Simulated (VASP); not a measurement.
# NaLa (P-6m2) in VASP: further runs

Runs on NaLa. Level: PBE. Tasks: single point.

Program: VASP 6.6.1. These are calculated values, not measurements. Logs are shortened: lines on timing, memory, paths and dates and some standing lists are left out, and cuts for length are marked.

## (1) The cell of the first run

It takes space group P-6m2 (No. 187, hexagonal). The conventional cell has a = 3.606 Å, b = 3.606 Å, c = 6.484 Å, α = 90.00°, β = 90.00°, γ = 120.00°. Within 4.7 Å of La (site symmetry -6m2) lie 6 La at 3.61 Å and 6 Na at 3.85 Å. Na (site symmetry -6m2) has 6 Na at 3.61 Å and 6 La at 3.85 Å within 4.7 Å.

## (2) Single point, PBE

Contents of INCAR:

```
SYSTEM = NaLa
PREC = Accurate ; ENCUT = 520
EDIFF = 1E-7 ; ISMEAR = 0
SIGMA = 0.1 ; LREAL = .FALSE.
LASPH = .TRUE. ; NELM = 60
ALGO = Normal ; ISIF = 2
LWAVE = .FALSE. ; LCHARG = .FALSE.
GGA = PE ; NBANDS = 16
```

Contents of KPOINTS:

```
Automatic mesh
0
G
  7 7 4
  0 0 0
```

Contents of POSCAR:

```
NaLa
1.0
    3.6062507687      0.0000000000      0.0000000000
   -1.8031253843      3.1231047781      0.0000000000
    0.0000000000      0.0000000000      6.4837820000
La Na
1 1
Direct
    0.3333333333      0.6666666667      0.5000000000
    0.0000000000      0.0000000000      0.0000000000
```

Potentials or basis: VASP PAW PBE potentials, release 64 (La, Na_pv).

Launch:

```console
cat potpaw_PBE.64/La/POTCAR potpaw_PBE.64/Na_pv/POTCAR > POTCAR
mpirun -np 1 vasp_std > vasp.out
```

OUTCAR:

```text
SYSTEM = NaLa
   PREC = Accurate
   ENCUT = 520
   EDIFF = 1E-7
   ISMEAR = 0
   LREAL = .FALSE.
   LASPH = .TRUE.
   NELM = 60
   ISIF = 2
   GGA = PE

 ion  position               nearest neighbor table
   1  0.333  0.667  0.500-
   2  0.000  0.000  0.000-

  LATTYP: Found a hexagonal cell.
 ALAT       =     3.6062507687
 C/A-ratio  =     1.7979287675

  Lattice vectors:

 A1 = (   3.6062507687,   0.0000000000,   0.0000000000)
 A2 = (  -1.8031253843,   3.1231047781,   0.0000000000)
 A3 = (   0.0000000000,   0.0000000000,   6.4837820000)

Analysis of symmetry for initial positions (statically):
=====================================================================
 Subroutine PRICEL returns:
 Original cell was already a primitive cell.

 Routine SETGRP: Setting up the symmetry group for a
 hexagonal supercell.

 Subroutine GETGRP returns: Found 12 space group operations
 (whereof 12 operations were pure point group operations)
 out of a pool of 24 trial point group operations.

The static configuration has the point symmetry D_3h.

Analysis of symmetry for dynamics (positions and initial velocities):
=====================================================================
 Subroutine PRICEL returns:
 Original cell was already a primitive cell.

 Routine SETGRP: Setting up the symmetry group for a
 hexagonal supercell.

 Subroutine GETGRP returns: Found 12 space group operations
 (whereof 12 operations were pure point group operations)
 out of a pool of 24 trial point group operations.

The dynamic configuration has the point symmetry D_3h.

 Subroutine INISYM returns: Found 12 space group operations
 (whereof 12 operations are pure point group operations),
 and found     1 'primitive' translations

----------------------------------------------------------------------------------------

                                     Primitive cell

  volume of cell :      73.0249

  direct lattice vectors                    reciprocal lattice vectors
     3.606250769  0.000000000  0.000000000     0.277296301  0.160097094  0.000000000
    -1.803125384  3.123104778  0.000000000     0.000000000  0.320194188  0.000000000
     0.000000000  0.000000000  6.483782000     0.000000000  0.000000000  0.154230972

  length of vectors
     3.606250769  3.606250769  6.483782000     0.320194188  0.320194188  0.154230972

[... 77 lines left out ...]
   ENCUT  =  520.0 eV  38.22 Ry    6.18 a.u.   6.71  6.71 12.06*2*pi/ulx,y,z
   NELM   =     60;   NELMIN=  2; NELMDL= -5     # of ELM steps
   EDIFF  = 0.1E-06   stopping-criterion for ELM
   LREAL  =      F    real-space projection
   EDIFFG = 0.1E-05   stopping-criterion for IOM
   NSW    =      0    number of steps for IOM
   IBRION =     -1    ionic relax: 0-MD 1-quasi-New 2-CG
   NFREE  =      0    steps in history (QN), initial steepest desc. (CG)
   ISIF   =      2    stress and relaxation
   ISYM   =      2    0-nonsym 1-usesym 2-fastsym
   POTIM  = 0.5000    time-step for ionic-motion
   TEBEG  =    0.0;   TEEND  =   0.0 temperature during run
   PSTRESS=    0.0 pullay stress
   NELECT =      18.0000    total number of electrons
   NUPDOWN=      -1.0000    fix difference up-down
   EMIN   =  10.00;   EMAX   =-10.00  energy-range for DOS
   EFERMI =   0.00;   METHOD = LEGACY
   ISMEAR =     0;   SIGMA  =   0.10  broadening in eV -4-tet -1-fermi 0-gaus
   EFERMI_NEDOS =   21; number of points for ismear=-14 and -15
   IALGO  =     38    algorithm
   IMIX   =      4    mixing-type and parameters
     AMIX     =   0.40;   BMIX     =  1.00
     AMIX_MAG =   1.60;   BMIX_MAG =  1.00
  volume/ion in A,a.u.               =      36.51       246.40
  Fermi-wavevector in a.u.,A,eV,Ry     =   1.026460  1.939728 14.335373  1.053620
  Thomas-Fermi vector in A             =   2.160354
   LORBIT       =      0    0 simple, 1 ext, 2 COOP (PROOUT), +10 PAW based schemes
   GGA     = PE    functional components
   LHFCALC =     F    Hartree Fock is set to
   AEXX    =    0.0000 exact exchange contribution
   IVDW    =     0    specifies the selected vdW correction
   LEPSILON=     F    determine dielectric tensor
   LRPA    =     F    only Hartree local field effects (RPA)
 non-spin polarized calculation
 Gauss-broadening in eV      SIGMA  =   0.10
  energy-cutoff  :      520.00
  volume of cell :       73.02
 maximum number of plane-waves:      1980
 NGX is ok and might be reduce to    28
   NGX = 13   NGY = 13   NGZ = 25

 number of electron      17.9999986 magnetization

 Free energy of the ion-electron system (eV)
  ---------------------------------------------------
  ext. energy  EPLUGINS =         0.00000000
  ---------------------------------------------------
  free energy    TOTEN  =        -5.88594136 eV

  energy without entropy =       -5.87849351  energy(sigma->0) =       -5.88221744

 E-fermi :   4.1896     XC(G=0):  -8.1432

 val. band max:        4.0936154941   @ k =   0.4286   0.0000   0.0000
 cond. band min:       4.1935818424   @ k =   0.0000   0.0000   0.5000
 fundamental gap:      0.0999663484
 Fermi energy:         4.1896118668

 k-point     1 :       0.0000    0.0000    0.0000
  band No.  band energies     occupation
      1     -28.9511      2.00000
      2     -20.2416      2.00000
      3     -20.2415      2.00000
      4     -20.2415      2.00000
      5     -12.7304      2.00000
      6     -11.8747      2.00000
[... 433 lines left out ...]
      3     -20.2633      2.00000
      4     -20.2348      2.00000
      5     -13.0184      2.00000
      6     -12.6654      2.00000
[... 8 lines left out ...]
     15       5.8784      0.00000
     16       6.1528      0.00000

------------------------ aborting loop because EDIFF is reached ----------------------------------------

  FORCE on cell =-STRESS in cart. coord.  units (eV):
  Direction    XX          YY          ZZ          XY          YZ          ZX
  --------------------------------------------------------------------------------------
  -------------------------------------------------------------------------------------
  Total       -0.1920628     -0.1920628      0.0713547     -0.0000000     -0.0000000      0.0000000
  in kB       -4.2138869     -4.2138869      1.5655329     -0.0000000     -0.0000000      0.0000000
  external PRESSURE =      -2.2874137 kB  Pullay stress =       0.0000000 kB

 VOLUME and BASIS-vectors are now :
 -----------------------------------------------------------------------------
  energy-cutoff  :      520.00
  volume of cell :       73.02
      direct lattice vectors                 reciprocal lattice vectors
     3.606250769  0.000000000  0.000000000     0.277296301  0.160097094  0.000000000
    -1.803125384  3.123104778  0.000000000     0.000000000  0.320194188  0.000000000
     0.000000000  0.000000000  6.483782000     0.000000000  0.000000000  0.154230972

 POSITION                                       TOTAL-FORCE (eV/Angst)
 -----------------------------------------------------------------------------------
     -0.00000      2.08207      3.24189         0.000000     -0.000000      0.000000
      0.00000      0.00000      0.00000        -0.000000      0.000000      0.000000
 -----------------------------------------------------------------------------------
    total drift:                                0.000000     -0.000000     -0.000000

  FREE ENERGIE OF THE ION-ELECTRON SYSTEM (eV)
  ---------------------------------------------------
  free  energy   TOTEN  =        -5.8859413605 eV

  energy  without entropy=       -5.8784935138  energy(sigma->0) =       -5.88221744
```

stdout:

```text
POSCAR found type information on POSCAR LaNa
 POSCAR found :  2 types and       2 ions
 scaLAPACK will be used
 LDA part: xc-table for (Slater+PW92), standard interpolation
 POSCAR, INCAR and KPOINTS ok, starting setup
 FFT: planning ... GRIDC
 FFT: planning ... GRID_SOFT
 FFT: planning ... GRID
 WAVECAR not read
 entering main loop
```

Wall time 40 s (1 thread of Intel Xeon Platinum 8259CL at 2.50GHz (Skylake/Cascade Lake), shared host); peak memory 0.2 GiB.

Results:

```
Free energy            : -5.8859 eV
Pressure               : -0.2 GPa
Band gap on the k mesh : zero (bands 9 and 10 overlap by 0.68 eV)
```

Stress tensor (GPa, compression positive):
```
-0.42  0.00  0.00
 0.00 -0.42  0.00
 0.00  0.00  0.16
```

Levels at points of the mesh, in eV from the Fermi level:
```tsv
k point	band 7	band 8	band 9	band 10	band 11	band 12
(0.00, 0.00, 0.00)	-16.06	-3.29	-1.23	0.75	1.09	1.63
(0.00, 0.00, 0.50)	-16.06	-2.35	-2.05	0.00	1.09	1.35
```

Caveat: spin-orbit coupling is left out, which moves the levels of the heavy elements.

## (3) Single point, PBE

Contents of INCAR:

```
ALGO = Normal ; EDIFF = 1E-6
ENCUT = 520 ; GGA = PE
ISIF = 2 ; ISMEAR = 0
LASPH = T ; LCHARG = T
LELF = T ; LREAL = F
LVHAR = T ; LWAVE = F
NBANDS = 16 ; NELM = 80
PREC = Accurate ; SIGMA = 0.1
```

Contents of KPOINTS:

```
k-points
0
Gamma
  7 7 4
```

POSCAR is that of step 2.

Potentials or basis: VASP PAW PBE potentials, release 64 (La, Na_pv).

Launch:

```console
cat potpaw_PBE.64/La/POTCAR potpaw_PBE.64/Na_pv/POTCAR > POTCAR
mpirun -np 1 vasp_std > vasp.out
```

Run time: 34 s. Hardware: 1 thread of Intel Xeon Platinum 8259CL at 2.50GHz (Skylake/Cascade Lake), shared host; peak memory 0.2 GiB.

Results (log left out):

* Free energy: -5.8859 eV
* Pressure: -0.2 GPa
* Band gap on the k mesh: zero (bands 9 and 10 overlap by 0.68 eV)

Stress tensor (GPa, compression positive):
```
-0.42  0.00  0.00
 0.00 -0.42  0.00
 0.00  0.00  0.15
```

Levels at points of the mesh, in eV from the Fermi level:
```csv
k point,band 7,band 8,band 9,band 10,band 11,band 12
"(0.00, 0.00, 0.00)",-16.06,-3.29,-1.23,0.75,1.09,1.63
"(0.00, 0.00, 0.50)",-16.06,-2.35,-2.05,0.00,1.09,1.35
```

Caveat: spin-orbit coupling is left out, which moves the levels of the heavy elements.

The gap in the log of VASP goes by the Fermi energy; the results here count the filled bands.